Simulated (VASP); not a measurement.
Wanted: the native input for a VASP 6.6.1 run.

```yaml
Task: single point
Functional: PBE
Potentials_or_basis: VASP PAW PBE potentials, release 64 (Ta_pv, Tl_d)
Cutoff: 520 eV
k_mesh: 7 × 7 × 7
Occupations: fermi-dirac, width 0.05 eV
Spin: no spin polarisation
Dipole_correction: no
Further_INCAR_settings: ALGO = Fast; EDIFF = 1e-07; NBANDS = 19
```

The structure of TaTl lies in POSCAR:

```
TaTl
1.0
    3.4194825002      0.0000000000      0.0000000000
    0.0000000000      3.4194825002      0.0000000000
    0.0000000000      0.0000000000      3.4194825002
Ta Tl
1 1
Direct
    0.0000000000      0.0000000000      0.0000000000
    0.5000000000      0.5000000000      0.5000000000
```

The input as run:

INCAR

```
SYSTEM = TaTl
ALGO     = Fast           ! electronic algorithm
EDIFF    = 1E-7           ! SCF threshold, eV
ENCUT    = 520            ! plane-wave cutoff, eV
GGA      = PE             ! functional
ISIF     = 2              ! what is computed and relaxed
ISMEAR   = -1             ! smearing method
LASPH    = .True.         ! aspherical terms in the spheres
LCHARG   = .False.        ! write CHGCAR
LREAL    = .False.        ! projectors in reciprocal space
LWAVE    = .False.        ! write WAVECAR
NBANDS   = 19             ! bands
NELM     = 80             ! most SCF steps
PREC     = Accurate       ! precision mode
SIGMA    = 0.05           ! smearing width, eV
```

KPOINTS

```
k-points
0
Gamma
  7 7 7
  0 0 0
```

Potentials or basis: VASP PAW PBE potentials, release 64 (Ta_pv, Tl_d).

Command:

```console
$ cat potpaw_PBE.64/Ta_pv/POTCAR potpaw_PBE.64/Tl_d/POTCAR > POTCAR
$ mpirun -np 1 vasp_std > vasp.out
```

Results of the run:

```yaml
Pressure: 2.0 GPa
Band_gap_on_the_k_mesh: zero (bands 12 and 13 overlap by 2.75 eV)
```

Caveat: spin-orbit coupling is left out, which moves the levels of the heavy elements.

Wall time 21 s on 1 thread of Intel Xeon 8259CL, on a shared host, peak memory 0.16 GiB.
